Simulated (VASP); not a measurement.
Here is a VASP 6.6.1 calculation.

Contents of INCAR:

```
ALGO = Fast
DIPOL = 0.5 0.5 0.378
EDIFF = 1E-7
ENCUT = 520
GGA = PE
IDIPOL = 3
ISIF = 2
ISMEAR = 0
IVDW = 12
LASPH = T
LCHARG = F
LDIPOL = T
LREAL = Auto
LWAVE = F
NBANDS = 78
NELM = 60
PREC = Accurate
SIGMA = 0.1
```

Contents of KPOINTS:

```
k-points
0
Gamma
  6 6 1
```

File POSCAR:

```
Al36H
1.0
    5.6288445221      0.0000000000      0.0000000000
   -2.8144222610      4.8747223501      0.0000000000
    0.0000000000      0.0000000000     35.8073562139
Al H
36 1
Direct
    0.1666666667      0.3333333333      0.1117088895
    0.1666666667      0.8333333333      0.1117088895
    0.6666666667      0.3333333333      0.1117088895
    0.6666666667      0.8333333333      0.1117088895
    0.0000000000      0.0000000000      0.1762280837
    0.0000000000      0.5000000000      0.1762280837
    0.5000000000      0.0000000000      0.1762280837
    0.5000000000      0.5000000000      0.1762280837
    0.3333333333      0.1666666667      0.2407472780
    0.3333333333      0.6666666667      0.2407472780
    0.8333333333      0.1666666667      0.2407472780
    0.8333333333      0.6666666667      0.2407472780
    0.0000000000      0.0000000000      0.3052664723
    0.0000000000      0.5000000000      0.3052664723
    0.5000000000      0.0000000000      0.3052664723
    0.5000000000      0.5000000000      0.3052664723
    0.1666666667      0.3333333333      0.3692823671
    0.1666666667      0.8333333333      0.3692823671
    0.6666666667      0.3333333333      0.3692823671
    0.6666666667      0.8333333333      0.3692823671
    0.0000000000      0.0000000000      0.4332765596
    0.0000000000      0.5000000000      0.4332765596
    0.5000000000      0.0000000000      0.4332765596
    0.5000000000      0.5000000000      0.4332765596
    0.3333333333      0.1666666667      0.4981718464
    0.3333333333      0.6666666667      0.4981718464
    0.8333333333      0.1666666667      0.4981718464
    0.8333333333      0.6666666667      0.4981718464
    0.0000000000      0.0000000000      0.5626837009
    0.0000000000      0.5000000000      0.5626837009
    0.5000000000      0.0000000000      0.5626837009
    0.5000000000      0.5000000000      0.5626837009
    0.1666666667      0.3333333333      0.6285679423
    0.1666666667      0.8333333333      0.6285679423
    0.6666666667      0.3333333333      0.6285679423
    0.6666666667      0.8333333333      0.6285679423
    0.4166666667      0.5000000000      0.6983859982
```

Potentials or basis: VASP PAW PBE potentials, release 64 (Al, H).

Run with:

```sh
$ cat potpaw_PBE.64/Al/POTCAR potpaw_PBE.64/H/POTCAR > POTCAR
$ mpirun -np 1 vasp_std > vasp.out
```

(1) Estimate the band gap on the k mesh.

(2) What does it give for the dispersion energy per atom?

(3) Estimate the largest force.

Results:

(1) zero (an odd number of electrons rules out a gap without spin polarisation).

(2) -0.305 eV.

(3) 1.303 eV/Å.
